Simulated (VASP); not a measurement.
Set up this calculation in VASP 6.6.1, as the native input.

```yaml
Task: single point
Functional: PBE
Potentials_or_basis: VASP PAW PBE potentials, release 64 (Ni, O)
Cutoff: 520 eV
k_mesh: 14 × 14 × 14
Occupations: gaussian, width 0.05 eV
Spin: collinear spin, antiferromagnetic start
Starting_moments: "[1.52, -1.52, 0.0, 0.0] μB"
Dipole_correction: no
Further_INCAR_settings: ALGO = Normal; EDIFF = 1e-06; NBANDS = 28
```

The structure of NiO lies in POSCAR:

```
NiO
1.0
    0.0000000000      2.1276797958      2.1276797958
    2.1276797958      0.0000000000      2.1276797958
    4.2395245779      2.1118447821     -2.1118447821
Ni O
2 2
Direct
    0.0000000000      0.0000000000      0.0000000000
    0.5000000000      0.0000000000      0.5000000000
    0.7500000025      0.4999999949      0.2500000076
    1.2499999975      0.5000000051      0.7499999924
```

One way to write it, as run:

INCAR

```
PREC = Accurate ; ENCUT = 520
EDIFF = 1E-6 ; ISMEAR = 0
SIGMA = 0.05 ; LREAL = False
LASPH = True ; NELM = 150
ALGO = Normal ; ISIF = 2
LWAVE = False ; LCHARG = True
ISPIN = 2 ; MAGMOM = 1.52 -1.52 0 0
LORBIT = 11 ; LMAXMIX = 4
GGA = PE ; LELF = True
LVHAR = True ; NBANDS = 28
```

KPOINTS

```
regular mesh
0
Gamma
  14 14 14
```

Potentials or basis: VASP PAW PBE potentials, release 64 (Ni, O).

Command:

```sh
$ cat potpaw_PBE.64/Ni/POTCAR potpaw_PBE.64/O/POTCAR > POTCAR
$ mpirun -np 1 vasp_std > vasp.out
```

Results of the run:

| Item | Value |
| --- | --- |
| Pressure | -7.2 GPa |
| Band gap on the k mesh | 0.91 eV |
| Net moment | 0.00 μB per cell |
| Site moments | Ni +1.37, -1.37; O +0.00 μB |
| Valence electrons inside the program's atomic spheres | Ni 8.91; O 4.95 |

Caveat: the cell stands under tension.

Wall time 11 min on 1 thread of Oxide Virtual Turin-like Processor, with other jobs on the host, peak memory 0.47 GiB.
